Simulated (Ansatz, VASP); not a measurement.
One calculation of GeIrRu3, two programs

```xyz
5
Lattice="3.9093 0.0000 0.0000 -1.9546 3.3855 0.0000 0.0000 0.0000 6.0041" Properties=species:S:1:pos:R:3 pbc="T T T"
Ge    0.0000    0.0000    0.0000
Ru    1.9546    0.0000    0.0000
Ru   -0.9773    1.6928    0.0000
Ru    0.9773    1.6928    0.0000
Ir    0.0000    0.0000    3.0020
```

Alike in both runs: task relaxation of cell and atoms; functional PBE; k mesh 6 × 6 × 4; occupations gaussian, width 0.1 eV; no spin polarisation.

|  | VASP | Ansatz |
| --- | --- | --- |
| version | VASP 6.6.1 | Ansatz 0.2.0 |
| potentials or method | VASP PAW PBE potentials, release 64 (Ge_d, Ru_pv, Ir), cutoff 600 eV | scalar-relativistic, plane waves, PAW |
| valence electrons in the cell | 65 | 79 |

Ansatz gave:

```
gap on the k mesh at the Fermi level, each at its own relaxed structure (eV) : none
relaxed volume (Å³/atom)                                                     : 20.05
relaxed cell length with the largest relative difference (Å)                 : 4.572
```

Task: What did VASP give for the same quantities?

Result: gap on the k mesh at the Fermi level, each at its own relaxed structure (eV): none; relaxed volume (Å³/atom): 20.06; relaxed cell length with the largest relative difference (Å): 4.580.

A gap of «none» marks a metal or a gap that the smearing closes. VASP's potentials hold 65 valence electrons a cell and Ansatz's 79, so a difference there can come from the potentials and not from the codes.

Neither program's run includes spin-orbit coupling. Noted on VASP's run: the volume moved by over 15 % at a fixed basis, so the end points are rough.
